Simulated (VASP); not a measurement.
A run of VASP 6.6.1 is set up as follows.

Contents of INCAR:

```
  ALGO = Normal
  EDIFF = 1E-6
  ENCUT = 520
  GGA = PE
  ISIF = 2
  ISMEAR = -1
  LASPH = T
  LCHARG = F
  LREAL = F
  LWAVE = F
  NBANDS = 17
  NELM = 60
  PREC = Accurate
  SIGMA = 0.05
```

Contents of KPOINTS:

```
k-points
0
Gamma
  8 8 8
```

Contents of POSCAR:

```
SnSe
1.0
    0.0000000000      3.0286180014      3.0286180014
    3.0286180014      0.0000000000      3.0286180014
    3.0286180014      3.0286180014      0.0000000000
Sn Se
1 1
Direct
    0.0000000000      0.0000000000      0.0000000000
    0.5000000000      0.5000000000      0.5000000000
```

Potentials or basis: VASP PAW PBE potentials, release 64 (Sn_d, Se).

The run is started by

```console
$ cat potpaw_PBE.64/Sn_d/POTCAR potpaw_PBE.64/Se/POTCAR > POTCAR
$ mpirun -np 1 vasp_std > vasp.out
```

**Question.** Predict the pressure.

**Answer.** 0.0 GPa.

**Question.** What does it give for the band gap on the k mesh?

**Answer.** 0.50 eV, direct.

Caveat: spin-orbit coupling is left out, which moves the levels of the heavy elements. A k mesh can miss the band edges.
